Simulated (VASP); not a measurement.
# MgO (CsCl type) (Pm-3m) in VASP: relaxation of cell and atoms with PBE

Aim: the relaxation of cell and atoms of MgO (CsCl type) with PBE.

Everything below comes from runs of VASP 6.6.1. Logs are shortened: lines on timing, memory, paths and dates and some standing lists are left out, and cuts for length are marked.

## 1. The cell of the first run

The structure is cubic, space group Pm-3m (No. 221). Conventional cell: a = 2.350 Å, b = 2.350 Å, c = 2.350 Å, α = 90.00°, β = 90.00°, γ = 90.00°. Mg (site symmetry m-3m) has 8 O at 2.04 Å and 6 Mg at 2.35 Å within 2.7 Å. O (site symmetry m-3m) has 8 Mg at 2.04 Å and 6 O at 2.35 Å within 2.7 Å.

## 2. Relaxation of cell and atoms, PBE, target pressure 110 GPa, at which the enthalpy is minimised

INCAR reads:

```
  ALGO = Normal
  EDIFF = 1E-7
  EDIFFG = -0.005
  ENCUT = 600
  GGA = PE
  IBRION = 2
  ISIF = 3
  ISMEAR = -1
  LASPH = True
  LCHARG = False
  LREAL = False
  LWAVE = False
  NELM = 60
  NSW = 32
  PREC = Accurate
  PSTRESS = 1100.0
  SIGMA = 0.1
```

KPOINTS reads:

```
k-points
0
Gamma
  15 15 15
```

POSCAR reads:

```
MgO
1.0
    2.3501942720      0.0000000000      0.0000000000
    0.0000000000      2.3501942720      0.0000000000
    0.0000000000      0.0000000000      2.3501942720
Mg O
1 1
Direct
    0.0000000000      0.0000000000      0.0000000000
    0.5000000000      0.5000000000      0.5000000000
```

Potentials or basis: VASP PAW PBE potentials, release 64 (Mg, O).

Run with:

```
cat potpaw_PBE.64/Mg/POTCAR potpaw_PBE.64/O/POTCAR > POTCAR
mpirun -np 1 vasp_std > vasp.out
```

OUTCAR:

```text
EDIFF = 1E-7
   EDIFFG = -0.005
   ENCUT = 600
   GGA = PE
   IBRION = 2
   ISIF = 3
   ISMEAR = -1
   LASPH = True
   LREAL = False
   NELM = 60
   NSW = 32
   PREC = Accurate
   PSTRESS = 1100.0

 ion  position               nearest neighbor table
   1  0.000  0.000  0.000-   2 2.04   2 2.04   2 2.04   2 2.04   2 2.04   2 2.04   2 2.04   2 2.04

   2  0.500  0.500  0.500-   1 2.04   1 2.04   1 2.04   1 2.04   1 2.04   1 2.04   1 2.04   1 2.04

  LATTYP: Found a simple cubic cell.
 ALAT       =     2.3501942720

  Lattice vectors:

 A1 = (   2.3501942720,   0.0000000000,   0.0000000000)
 A2 = (   0.0000000000,   2.3501942720,   0.0000000000)
 A3 = (   0.0000000000,   0.0000000000,   2.3501942720)

Analysis of symmetry for initial positions (statically):
=====================================================================
 Subroutine PRICEL returns:
 Original cell was already a primitive cell.

 Routine SETGRP: Setting up the symmetry group for a
 simple cubic supercell.

 Subroutine GETGRP returns: Found 48 space group operations
 (whereof 48 operations were pure point group operations)
 out of a pool of 48 trial point group operations.

The static configuration has the point symmetry O_h .

Analysis of symmetry for dynamics (positions and initial velocities):
=====================================================================
 Subroutine PRICEL returns:
 Original cell was already a primitive cell.

 Routine SETGRP: Setting up the symmetry group for a
 simple cubic supercell.

 Subroutine GETGRP returns: Found 48 space group operations
 (whereof 48 operations were pure point group operations)
 out of a pool of 48 trial point group operations.

The dynamic configuration has the point symmetry O_h .

 Subroutine INISYM returns: Found 48 space group operations
 (whereof 48 operations are pure point group operations),
 and found     1 'primitive' translations

----------------------------------------------------------------------------------------

                                     Primitive cell

  volume of cell :      12.9811

  direct lattice vectors                    reciprocal lattice vectors
     2.350194272  0.000000000  0.000000000     0.425496740  0.000000000  0.000000000
     0.000000000  2.350194272  0.000000000     0.000000000  0.425496740  0.000000000
     0.000000000  0.000000000  2.350194272     0.000000000  0.000000000  0.425496740

  length of vectors
     2.350194272  2.350194272  2.350194272     0.425496740  0.425496740  0.425496740

  position of ions in fractional coordinates (direct lattice)
     0.000000000  0.000000000  0.000000000
     0.500000000  0.500000000  0.500000000

  ion indices of the primitive-cell ions
   primitive index   ion index
                 1           1
                 2           2

----------------------------------------------------------------------------------------

 KPOINTS: k-points

Automatic generation of k-mesh.
 Grid dimensions read from file:
 generate k-points for:   15   15   15

 Generating k-lattice:

  Cartesian coordinates                     Fractional coordinates (reciprocal lattice)
     0.028366449  0.000000000  0.000000000     0.066666667  0.000000000  0.000000000
     0.000000000  0.028366449  0.000000000     0.000000000  0.066666667  0.000000000
     0.000000000  0.000000000  0.028366449     0.000000000  0.000000000  0.066666667

  Length of vectors
     0.028366449  0.028366449  0.028366449

  Shift w.r.t. Gamma in fractional coordinates (k-lattice)
     0.000000000  0.000000000  0.000000000

 Subroutine IBZKPT returns following result:
 ===========================================

 Found    120 irreducible k-points:

 Following reciprocal coordinates:
            Coordinates               Weight
  0.000000  0.000000  0.000000      1.000000
  0.066667  0.000000  0.000000      6.000000
  0.133333  0.000000  0.000000      6.000000
  0.200000  0.000000  0.000000      6.000000
  0.266667  0.000000  0.000000      6.000000
  0.333333  0.000000  0.000000      6.000000
[... 16 lines left out ...]
  0.266667  0.200000  0.000000     24.000000
  0.333333  0.200000  0.000000     24.000000
 [... further k-points ...]
   k-points           NKPTS =    120   k-points in BZ     NKDIM =    120   number of bands    NBANDS=      8
   number of dos      NEDOS =    301   number of ions     NIONS =      2
   total plane-waves  NPLWV =   8000
   dimension x,y,z NGX =    20 NGY =   20 NGZ =   20
   dimension x,y,z NGXF=    40 NGYF=   40 NGZF=   40
   ions per type =               1   1
   NGX,Y,Z   is equivalent  to a cutoff of  14.15, 14.15, 14.15 a.u.
   NGXF,Y,Z  is equivalent  to a cutoff of  28.29, 28.29, 28.29 a.u.
 SYSTEM =  unknown system
   PREC   = accura    normal or accurate (medium, high low for compatibility)
   ISTART =      0    job   : 0-new  1-cont  2-samecut
   ICHARG =      2    charge: 1-file 2-atom 10-const
   ISPIN  =      1    spin polarized calculation?
   LNONCOLLINEAR =      F non collinear calculations
   LSORBIT =      F    spin-orbit coupling
   LASPH  =      T    aspherical Exc in radial PAW
   ENCUT  =  600.0 eV  44.10 Ry    6.64 a.u.   4.69  4.69  4.69*2*pi/ulx,y,z
   NELM   =     60;   NELMIN=  2; NELMDL= -5     # of ELM steps
   EDIFF  = 0.1E-06   stopping-criterion for ELM
   LREAL  =      F    real-space projection
   EDIFFG = -.5E-02   stopping-criterion for IOM
   NSW    =     32    number of steps for IOM
   IBRION =      2    ionic relax: 0-MD 1-quasi-New 2-CG
   NFREE  =      1    steps in history (QN), initial steepest desc. (CG)
   ISIF   =      3    stress and relaxation
   ISYM   =      2    0-nonsym 1-usesym 2-fastsym
   POTIM  = 0.5000    time-step for ionic-motion
   TEBEG  =    0.0;   TEEND  =   0.0 temperature during run
   PSTRESS= 1100.0 pullay stress
   NELECT =       8.0000    total number of electrons
   NUPDOWN=      -1.0000    fix difference up-down
   EMIN   =  10.00;   EMAX   =-10.00  energy-range for DOS
   EFERMI =   0.00;   METHOD = LEGACY
   ISMEAR =    -1;   SIGMA  =   0.10  broadening in eV -4-tet -1-fermi 0-gaus
   EFERMI_NEDOS =   21; number of points for ismear=-14 and -15
   IALGO  =     38    algorithm
   IMIX   =      4    mixing-type and parameters
     AMIX     =   0.40;   BMIX     =  1.00
     AMIX_MAG =   1.60;   BMIX_MAG =  1.00
  volume/ion in A,a.u.               =       6.49        43.80
  Fermi-wavevector in a.u.,A,eV,Ry     =   1.393160  2.632691 26.407485  1.940895
  Thomas-Fermi vector in A             =   2.516833
   LORBIT       =      0    0 simple, 1 ext, 2 COOP (PROOUT), +10 PAW based schemes
   GGA     = PE    functional components
   LHFCALC =     F    Hartree Fock is set to
   AEXX    =    0.0000 exact exchange contribution
   IVDW    =     0    specifies the selected vdW correction
   LEPSILON=     F    determine dielectric tensor
   LRPA    =     F    only Hartree local field effects (RPA)
 conjugate gradient relaxation of ions
 non-spin polarized calculation
  energy-cutoff  :      600.00
  volume of cell :       12.98
 maximum number of plane-waves:       461
 NGX is ok and might be reduce to    20
   NGX =  9   NGY =  9   NGZ =  9

--------------------------------------- Ionic step        1  -------------------------------------------

 number of electron       8.0000008 magnetization

 Free energy of the ion-electron system (eV)
  ---------------------------------------------------
  ext. energy  EPLUGINS =         0.00000000
  ---------------------------------------------------
  free energy    TOTEN  =        -8.96102099 eV

  energy without entropy =       -8.96102099  energy(sigma->0) =       -8.96102099

------------------------ aborting loop because EDIFF is reached ----------------------------------------

  FORCE on cell =-STRESS in cart. coord.  units (eV):
  Direction    XX          YY          ZZ          XY          YZ          ZX
  --------------------------------------------------------------------------------------
  -------------------------------------------------------------------------------------
  Total        8.8648595      8.8648595      8.8648595      0.0000000      0.0000000      0.0000000
  in kB     1094.1356013   1094.1356013   1094.1356013      0.0000000      0.0000000      0.0000000
  external PRESSURE =      -5.8643987 kB  Pullay stress =    1100.0000000 kB
[... 61 lines left out ...]
  enthalpy is  TOTEN    =        -0.0485586377 eV   P V=        8.8817652866

--------------------------------------- Ionic step        3  -------------------------------------------

 number of electron       8.0000008 magnetization

 Free energy of the ion-electron system (eV)
  ---------------------------------------------------
  ext. energy  EPLUGINS =         0.00000000
  ---------------------------------------------------
  free energy    TOTEN  =        -8.95104035 eV

  energy without entropy =       -8.95104035  energy(sigma->0) =       -8.95104035

 E-fermi :  10.7374     XC(G=0): -13.0455

 val. band max:        8.7412336582   @ k =   0.4667   0.4667   0.0000
 cond. band min:      15.1458402002   @ k =   0.4667   0.4667   0.0000
 fundamental gap:      6.4046065420
 Fermi energy:        10.7374047442

 k-point     1 :       0.0000    0.0000    0.0000
  band No.  band energies     occupation
      1     -12.5857      2.00000
      2       7.3181      2.00000
      3       7.3181      2.00000
      4       7.3181      2.00000
      5      15.3529      0.00000
      6      19.6551      0.00000
      7      19.6551      0.00000
      8      35.4701      0.00000
[... 243 lines left out ...]
 k-point    24 :       0.3333    0.2000    0.0000
  band No.  band energies     occupation
      1     -10.5836      2.00000
      2       2.0102      2.00000
      3       5.2166      2.00000
      4       7.9745      2.00000
      5      19.4170      0.00000
      6      21.0196      0.00000
      7      23.7824      0.00000
      8      29.6916      0.00000

 [... further k-points ...]

------------------------ aborting loop because EDIFF is reached ----------------------------------------

  FORCE on cell =-STRESS in cart. coord.  units (eV):
  Direction    XX          YY          ZZ          XY          YZ          ZX
  --------------------------------------------------------------------------------------
  -------------------------------------------------------------------------------------
  Total        8.9032387      8.9032387      8.9032387      0.0000000      0.0000000     -0.0000000
  in kB     1100.1077621   1100.1077621   1100.1077621      0.0000000      0.0000000     -0.0000000
  external PRESSURE =       0.1077621 kB  Pullay stress =    1100.0000000 kB
[... 17 lines left out ...]
  FREE ENERGIE OF THE ION-ELECTRON SYSTEM (eV)
  ---------------------------------------------------
  free  energy   TOTEN  =        -8.9510403493 eV

  energy  without entropy=       -8.9510403492  energy(sigma->0) =       -8.95104035

  enthalpy is  TOTEN    =        -0.0486737299 eV   P V=        8.9023666193

 reached required accuracy - stopping structural energy minimisation
```

It took 28 s on 1 thread of Intel Xeon Platinum 8259CL at 2.50GHz (Skylake/Cascade Lake), shared host; peak memory 0.14 GiB.

What came out:

* Free energy: -8.9510 eV
* Relaxed volume: 6.48 Å³/atom
* Relaxed cell: a = 2.349 Å, b = 2.349 Å, c = 2.349 Å, α = 90.00°, β = 90.00°, γ = 90.00°
* Space group after relaxing (to 0.1 Å): Pm-3m (No. 221)
* Energy change on relaxing (the run minimises the enthalpy): +5.0 meV/atom
* Ionic steps: 3
* Pressure after relaxing: 110.0 GPa
* Band gap on the k mesh: 6.40 eV

Step by step:
```tsv
step	energy change (eV)	largest force (eV/Å)	pressure (GPa)	volume (Å³)
1	0.0000	0.0000	109.41	12.98
2	0.0307	0.0000	111.24	12.94
3	0.0100	0.0000	110.01	12.97
```

Final structure:
```
Mg O
1.0
     2.34931    0.00000    0.00000
     0.00000    2.34931    0.00000
     0.00000    0.00000    2.34931
Mg O
1 1
Direct
  0.00000 0.00000 0.00000
  0.50000 0.50000 0.50000
```

Levels at points of the mesh, in eV from the valence-band top:
```tsv
k point	band 2	band 3	band 4	band 5	band 6	band 7
(0.00, 0.00, 0.00)	-1.42	-1.42	-1.42	6.61	10.91	10.91
```

Caveat: the cell is relaxed towards a set pressure, so the run minimises the enthalpy, not the energy; an odd mesh through Γ misses points on the zone boundary, where band edges can lie.
